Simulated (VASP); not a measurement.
# PbO (I4mm) in VASP: notebook

PbO is run at these levels: PBE; tasks: single point.

Everything below comes from runs of VASP 6.6.1. Logs are shortened: lines on timing, memory, paths and dates and some standing lists are left out, and cuts for length are marked.

### 1 The cell of the first run

Symmetry: I4mm, No. 107, tetragonal system. The conventional cell has a = 3.536 Å, b = 3.536 Å, c = 5.000 Å, α = 90.00°, β = 90.00°, γ = 90.00°. Pb (site symmetry 4mm) has 5 O at 2.00 to 2.55 Å within 2.6 Å. O (site symmetry 4mm) has 5 Pb at 2.00 to 2.55 Å within 2.6 Å.

### 2 Single point, PBE

Contents of INCAR:

```
SYSTEM = PbO
PREC     = Accurate       ! precision mode
ENCUT    = 600            ! plane-wave cutoff, eV
EDIFF    = 1E-6           ! SCF threshold, eV
ISMEAR   = -1             ! smearing method
SIGMA    = 0.05           ! smearing width, eV
LREAL    = .False.        ! projectors in reciprocal space
LASPH    = .True.         ! aspherical terms in the spheres
NELM     = 120            ! most SCF steps
ALGO     = Normal         ! electronic algorithm
ISIF     = 2              ! what is computed and relaxed
LWAVE    = .False.        ! write WAVECAR
LCHARG   = .True.         ! write CHGCAR
GGA      = PE             ! functional
LELF     = .True.         ! ELF
LVHAR    = .True.       
NBANDS   = 17             ! bands
GGA_COMPAT= .False.
```

Contents of KPOINTS:

```
regular mesh
0
Gamma
  3 3 3
  0 0 0
```

Contents of POSCAR:

```
PbO
1.0
    0.0000000000      2.5000000000      2.5000000000
    2.5000000000      0.0000000000      2.5000000000
    2.5000000000      2.5000000000      0.0000000000
Pb O
1 1
Direct
    0.0000000000      0.0000000000      0.0000000000
    0.4000000000      0.4000000000     -0.4000000000
```

Potentials or basis: VASP PAW PBE potentials, release 64 (Pb_d, O).

Started as:

```bash
$ cat potpaw_PBE.64/Pb_d/POTCAR potpaw_PBE.64/O/POTCAR > POTCAR
$ mpirun -np 1 vasp_std > vasp.out
```

OUTCAR:

```text
SYSTEM = PbO
   PREC = Accurate
   ENCUT = 600
   EDIFF = 1E-6
   ISMEAR = -1
   LREAL = .False.
   LASPH = .True.
   NELM = 120
   ISIF = 2
   GGA = PE

 ion  position               nearest neighbor table
   1  0.000  0.000  0.000-   2 2.00   2 2.55   2 2.55   2 2.55   2 2.55   2 3.00
   2  0.400  0.400  0.600-   1 2.00   1 2.55   1 2.55   1 2.55   1 2.55   1 3.00

  LATTYP: Found a face centered cubic cell.
 ALAT       =     5.0000000000

  Lattice vectors:

 A1 = (   0.0000000000,   2.5000000000,   2.5000000000)
 A2 = (   2.5000000000,   0.0000000000,   2.5000000000)
 A3 = (   2.5000000000,   2.5000000000,   0.0000000000)

Analysis of symmetry for initial positions (statically):
=====================================================================
 Subroutine PRICEL returns:
 Original cell was already a primitive cell.

 Routine SETGRP: Setting up the symmetry group for a
 face centered cubic supercell.

 Subroutine GETGRP returns: Found  8 space group operations
 (whereof  8 operations were pure point group operations)
 out of a pool of 48 trial point group operations.

The static configuration has the point symmetry C_4v.

Analysis of symmetry for dynamics (positions and initial velocities):
=====================================================================
 Subroutine PRICEL returns:
 Original cell was already a primitive cell.

 Routine SETGRP: Setting up the symmetry group for a
 face centered cubic supercell.

 Subroutine GETGRP returns: Found  8 space group operations
 (whereof  8 operations were pure point group operations)
 out of a pool of 48 trial point group operations.

The dynamic configuration has the point symmetry C_4v.

 Subroutine INISYM returns: Found  8 space group operations
 (whereof  8 operations are pure point group operations),
 and found     1 'primitive' translations

----------------------------------------------------------------------------------------

                                     Primitive cell

  volume of cell :      31.2500

  direct lattice vectors                    reciprocal lattice vectors
     0.000000000  2.500000000  2.500000000    -0.200000000  0.200000000  0.200000000
     2.500000000  0.000000000  2.500000000     0.200000000 -0.200000000  0.200000000
     2.500000000  2.500000000  0.000000000     0.200000000  0.200000000 -0.200000000

  length of vectors
     3.535533906  3.535533906  3.535533906     0.346410162  0.346410162  0.346410162

  position of ions in fractional coordinates (direct lattice)
     0.000000000  0.000000000  0.000000000
     0.400000000  0.400000000  0.600000000

  ion indices of the primitive-cell ions
   primitive index   ion index
                 1           1
                 2           2

----------------------------------------------------------------------------------------

 KPOINTS: regular mesh

Automatic generation of k-mesh.
 Grid dimensions read from file:
 generate k-points for:    3    3    3

 Generating k-lattice:

  Cartesian coordinates                     Fractional coordinates (reciprocal lattice)
    -0.066666667  0.066666667  0.066666667     0.333333333  0.000000000  0.000000000
     0.066666667 -0.066666667  0.066666667     0.000000000  0.333333333  0.000000000
     0.066666667  0.066666667 -0.066666667     0.000000000  0.000000000  0.333333333

  Length of vectors
     0.115470054  0.115470054  0.115470054

  Shift w.r.t. Gamma in fractional coordinates (k-lattice)
     0.000000000  0.000000000  0.000000000

 Subroutine IBZKPT returns following result:
 ===========================================

 Found      6 irreducible k-points:

 Following reciprocal coordinates:
            Coordinates               Weight
  0.000000  0.000000  0.000000      1.000000
  0.333333  0.000000  0.000000      8.000000
  0.333333  0.333333  0.000000      2.000000
  0.000000  0.333333  0.333333      4.000000
 -0.333333  0.333333  0.000000      4.000000
  0.000000 -0.333333  0.333333      8.000000
   k-points           NKPTS =      6   k-points in BZ     NKDIM =      6   number of bands    NBANDS=     17
   number of dos      NEDOS =    301   number of ions     NIONS =      2
   total plane-waves  NPLWV =  21952
   dimension x,y,z NGX =    28 NGY =   28 NGZ =   28
   dimension x,y,z NGXF=    56 NGYF=   56 NGZF=   56
   ions per type =               1   1
   NGX,Y,Z   is equivalent  to a cutoff of  13.17, 13.17, 13.17 a.u.
   NGXF,Y,Z  is equivalent  to a cutoff of  26.33, 26.33, 26.33 a.u.
 SYSTEM =  PbO
   PREC   = accura    normal or accurate (medium, high low for compatibility)
   ISTART =      0    job   : 0-new  1-cont  2-samecut
   ICHARG =      2    charge: 1-file 2-atom 10-const
   ISPIN  =      1    spin polarized calculation?
   LNONCOLLINEAR =      F non collinear calculations
   LSORBIT =      F    spin-orbit coupling
   LASPH  =      T    aspherical Exc in radial PAW
   ENCUT  =  600.0 eV  44.10 Ry    6.64 a.u.   7.06  7.06  7.06*2*pi/ulx,y,z
   NELM   =    120;   NELMIN=  2; NELMDL= -5     # of ELM steps
   EDIFF  = 0.1E-05   stopping-criterion for ELM
   LREAL  =      F    real-space projection
   EDIFFG = 0.1E-04   stopping-criterion for IOM
   NSW    =      0    number of steps for IOM
   IBRION =     -1    ionic relax: 0-MD 1-quasi-New 2-CG
   NFREE  =      0    steps in history (QN), initial steepest desc. (CG)
   ISIF   =      2    stress and relaxation
   ISYM   =      2    0-nonsym 1-usesym 2-fastsym
   POTIM  = 0.5000    time-step for ionic-motion
   TEBEG  =    0.0;   TEEND  =   0.0 temperature during run
   PSTRESS=    0.0 pullay stress
   NELECT =      20.0000    total number of electrons
   NUPDOWN=      -1.0000    fix difference up-down
   EMIN   =  10.00;   EMAX   =-10.00  energy-range for DOS
   EFERMI =   0.00;   METHOD = LEGACY
   ISMEAR =    -1;   SIGMA  =   0.05  broadening in eV -4-tet -1-fermi 0-gaus
   EFERMI_NEDOS =   21; number of points for ismear=-14 and -15
   IALGO  =     38    algorithm
   IMIX   =      4    mixing-type and parameters
     AMIX     =   0.40;   BMIX     =  1.00
     AMIX_MAG =   1.60;   BMIX_MAG =  1.00
  volume/ion in A,a.u.               =      15.62       105.44
  Fermi-wavevector in a.u.,A,eV,Ry     =   1.410809  2.666042 27.080783  1.990381
  Thomas-Fermi vector in A             =   2.532725
   LORBIT       =      0    0 simple, 1 ext, 2 COOP (PROOUT), +10 PAW based schemes
   GGA     = PE    functional components
   LHFCALC =     F    Hartree Fock is set to
   AEXX    =    0.0000 exact exchange contribution
   IVDW    =     0    specifies the selected vdW correction
   LEPSILON=     F    determine dielectric tensor
   LRPA    =     F    only Hartree local field effects (RPA)
 non-spin polarized calculation
  energy-cutoff  :      600.00
  volume of cell :       31.25
 maximum number of plane-waves:      1044
   NGX = 15   NGY = 15   NGZ = 15

 number of electron      20.0000002 magnetization

 Free energy of the ion-electron system (eV)
  ---------------------------------------------------
  ext. energy  EPLUGINS =         0.00000000
  ---------------------------------------------------
  free energy    TOTEN  =        -9.85315290 eV

  energy without entropy =       -9.85315290  energy(sigma->0) =       -9.85315290

 E-fermi :   8.4242     XC(G=0): -11.3028

 val. band max:        7.3282962072   @ k =  -0.3333   0.3333   0.0000
 cond. band min:      10.8314268357   @ k =   0.3333   0.0000   0.0000
 fundamental gap:      3.5031306285
 Fermi energy:         8.4241559739

 k-point     1 :       0.0000    0.0000    0.0000
  band No.  band energies     occupation
      1     -11.3859      2.00000
      2      -8.2245      2.00000
      3      -8.1736      2.00000
      4      -8.1736      2.00000
      5      -8.0605      2.00000
      6      -7.9837      2.00000
      7       1.0956      2.00000
      8       4.8077      2.00000
      9       5.1438      2.00000
     10       5.1438      2.00000
     11      16.4488      0.00000
     12      16.4488      0.00000
     13      18.2039      0.00000
     14      19.0554      0.00000
     15      20.4527      0.00000
     16      21.2621      0.00000
     17      21.2621      0.00000

 k-point     2 :       0.3333    0.0000    0.0000
  band No.  band energies     occupation
      1     -11.0484      2.00000
      2      -8.2362      2.00000
      3      -8.2039      2.00000
      4      -8.0534      2.00000
      5      -7.9505      2.00000
      6      -7.6613      2.00000
      7      -0.4113      2.00000
      8       4.9338      2.00000
      9       5.2441      2.00000
     10       6.8600      2.00000
     11      10.8314      0.00000
     12      14.5177      0.00000
     13      15.6878      0.00000
     14      18.2851      0.00000
     15      21.9536      0.00000
     16      22.4812      0.00000
     17      24.8496      0.00000

 k-point     3 :       0.3333    0.3333    0.0000
  band No.  band energies     occupation
      1     -11.2124      2.00000
      2      -8.3410      2.00000
      3      -7.9695      2.00000
      4      -7.9286      2.00000
      5      -7.9286      2.00000
      6      -7.2106      2.00000
      7      -0.1057      2.00000
      8       4.1446      2.00000
      9       4.1446      2.00000
     10       5.9892      2.00000
     11      12.3406      0.00000
     12      15.2694      0.00000
     13      15.2694      0.00000
     14      15.3203      0.00000
     15      24.0669      0.00000
     16      25.8595      0.00000
     17      27.3494      0.00000

 k-point     4 :       0.0000    0.3333    0.3333
  band No.  band energies     occupation
      1     -11.1915      2.00000
      2      -8.2997      2.00000
      3      -8.0905      2.00000
      4      -8.0109      2.00000
      5      -7.9175      2.00000
      6      -7.2221      2.00000
      7       0.5250      2.00000
      8       3.4994      2.00000
      9       4.5186      2.00000
     10       5.9603      2.00000
     11      11.7581      0.00000
     12      12.9102      0.00000
     13      16.5360      0.00000
     14      17.3553      0.00000
     15      23.4771      0.00000
     16      26.3393      0.00000
     17      27.6605      0.00000

 k-point     5 :      -0.3333    0.3333    0.0000
  band No.  band energies     occupation
      1     -11.1510      2.00000
      2      -8.2328      2.00000
      3      -8.0743      2.00000
      4      -7.9950      2.00000
      5      -7.9091      2.00000
      6      -6.8515      2.00000
      7      -0.1159      2.00000
      8       2.4945      2.00000
      9       4.6204      2.00000
     10       7.3283      2.00000
     11      10.8917      0.00000
     12      13.0354      0.00000
     13      14.6554      0.00000
     14      19.2579      0.00000
     15      23.4397      0.00000
     16      25.0646      0.00000
     17      25.8712      0.00000

 k-point     6 :       0.0000   -0.3333    0.3333
  band No.  band energies     occupation
      1     -11.0757      2.00000
      2      -8.2302      2.00000
      3      -8.0865      2.00000
      4      -8.0689      2.00000
      5      -7.9403      2.00000
      6      -6.9882      2.00000
      7       0.1619      2.00000
      8       2.7681      2.00000
      9       4.6356      2.00000
     10       7.0894      2.00000
     11      10.8842      0.00000
     12      12.2828      0.00000
     13      15.2256      0.00000
     14      19.4058      0.00000
     15      23.1840      0.00000
     16      24.7552      0.00000
     17      25.1659      0.00000

------------------------ aborting loop because EDIFF is reached ----------------------------------------

  FORCE on cell =-STRESS in cart. coord.  units (eV):
  Direction    XX          YY          ZZ          XY          YZ          ZX
  --------------------------------------------------------------------------------------
  -------------------------------------------------------------------------------------
  Total        3.3594372      3.3594372     10.0557078      0.0000000      0.0000000     -0.0000000
  in kB      172.2372542    172.2372542    515.5528661      0.0000000      0.0000000     -0.0000000
  external PRESSURE =     286.6757915 kB  Pullay stress =       0.0000000 kB

 VOLUME and BASIS-vectors are now :
 -----------------------------------------------------------------------------
  energy-cutoff  :      600.00
  volume of cell :       31.25
      direct lattice vectors                 reciprocal lattice vectors
     0.000000000  2.500000000  2.500000000    -0.200000000  0.200000000  0.200000000
     2.500000000  0.000000000  2.500000000     0.200000000 -0.200000000  0.200000000
     2.500000000  2.500000000  0.000000000     0.200000000  0.200000000 -0.200000000

 POSITION                                       TOTAL-FORCE (eV/Angst)
 -----------------------------------------------------------------------------------
      0.00000      0.00000      0.00000         0.000000      0.000000     -3.612920
      2.50000      2.50000      2.00000         0.000000      0.000000      3.612920
 -----------------------------------------------------------------------------------
    total drift:                               -0.000001     -0.000001     -0.000500

  FREE ENERGIE OF THE ION-ELECTRON SYSTEM (eV)
  ---------------------------------------------------
  free  energy   TOTEN  =        -9.8531529022 eV

  energy  without entropy=       -9.8531529021  energy(sigma->0) =       -9.85315290
```

It took 11 s on 1 thread of Intel Xeon 8259CL, shared host; peak memory 0.16 GiB.

What came out:

| Item | Value |
| --- | --- |
| Free energy | -9.8532 eV |
| Pressure | 28.7 GPa |
| Largest force | 3.613 eV/Å |
| Band gap on the k mesh | 3.50 eV, indirect (least direct gap 3.56 eV) |

Forces on the atoms (eV/Å):
```
Pb   0.000  0.000 -3.613
O    0.000  0.000  3.613
```

Caveat: the k points lie up to 0.73 Å⁻¹ apart; spin-orbit coupling is left out, which moves the levels of the heavy elements; forces of over 1 eV/Å act on the atoms, so gaps and moduli don't describe the material at rest. A k mesh can miss the band edges.

### 3 Single point, PBE

Contents of INCAR:

```
PREC = Accurate ; ENCUT = 600
EDIFF = 1E-6 ; ISMEAR = -1
SIGMA = 0.05 ; LREAL = False
LASPH = True ; NELM = 120
ALGO = Normal ; ISIF = 2
LWAVE = False ; LCHARG = True
GGA = PE ; LELF = True
LVHAR = True ; NBANDS = 17
GGA_COMPAT = False
```

Contents of KPOINTS:

```
Automatic mesh
0
Gamma
  3 3 3
```

POSCAR is that of step 2.

Potentials or basis: VASP PAW PBE potentials, release 64 (Pb_d, O).

Started as:

```bash
$ cat potpaw_PBE.64/Pb_d/POTCAR potpaw_PBE.64/O/POTCAR > POTCAR
$ mpirun -np 1 vasp_std > vasp.out
```

It took 12 s on 1 thread of Intel Xeon 8259CL, shared host; peak memory 0.16 GiB.

It converged, with:

| Property | Result |
| --- | --- |
| Free energy | -9.8532 eV |
| Pressure | 28.7 GPa |
| Largest force | 3.613 eV/Å |
| Band gap on the k mesh | 3.50 eV, indirect (least direct gap 3.56 eV) |

Forces on the atoms (eV/Å):
```
Pb   0.000  0.000 -3.613
O    0.000  0.000  3.613
```

Stress tensor (GPa, compression positive):
```
17.22  0.00  0.00
 0.00 17.22  0.00
 0.00  0.00 51.56
```

Levels at points of the mesh, in eV from the valence-band top:
| k point | band 6 | band 7 | band 8 | band 9 | band 10 | band 11 | band 12 | band 13 | band 14 | band 15 |
| --- | --- | --- | --- | --- | --- | --- | --- | --- | --- | --- |
| (0.00, 0.00, 0.00) | -15.31 | -6.23 | -2.52 | -2.18 | -2.18 | 9.12 | 9.12 | 10.88 | 11.73 | 13.12 |

Caveat: the k points lie up to 0.73 Å⁻¹ apart; spin-orbit coupling is left out, which moves the levels of the heavy elements; forces of over 1 eV/Å act on the atoms, so gaps and moduli don't describe the material at rest. A k mesh can miss the band edges.
